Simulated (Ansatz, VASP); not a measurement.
## ZnAg in VASP and in Ansatz

```
Zn Ag
1.0
     3.15600   -0.03156   -0.03156
    -0.03156    3.15600   -0.03156
    -0.03156   -0.03156    3.15600
Zn Ag
1 1
Cartesian
  1.5464 1.5464 1.5464
  0.0000 0.0000 0.0000
```

Change from the starting cell: equal xy, yz and zx shear strains of -2 %.

Alike in both runs: task single point; functional LDA; k mesh 12 × 12 × 12; occupations fermi-dirac, width 0.03 eV; no spin polarisation.

|  | VASP | Ansatz |
| --- | --- | --- |
| version | VASP 6.6.1 | Ansatz 0.2.0 |
| potentials or method | VASP PAW LDA potentials, release 64 (Zn, Ag), cutoff 520 eV | all-electron LAPW, scalar-relativistic |

|  | VASP | Ansatz | Ansatz less VASP |
| --- | --- | --- | --- |
| pressure (GPa) | -7.5 | -7.9 | -0.43 |
| traceless stress, the component that is largest in VASP (GPa) | 1.11 | 1.08 | -0.031 |

LDA's correlation is that of Perdew and Zunger in VASP and of Perdew and Wang (1992) in Ansatz. Ansatz ran all-electron here, and VASP with PAW potentials.
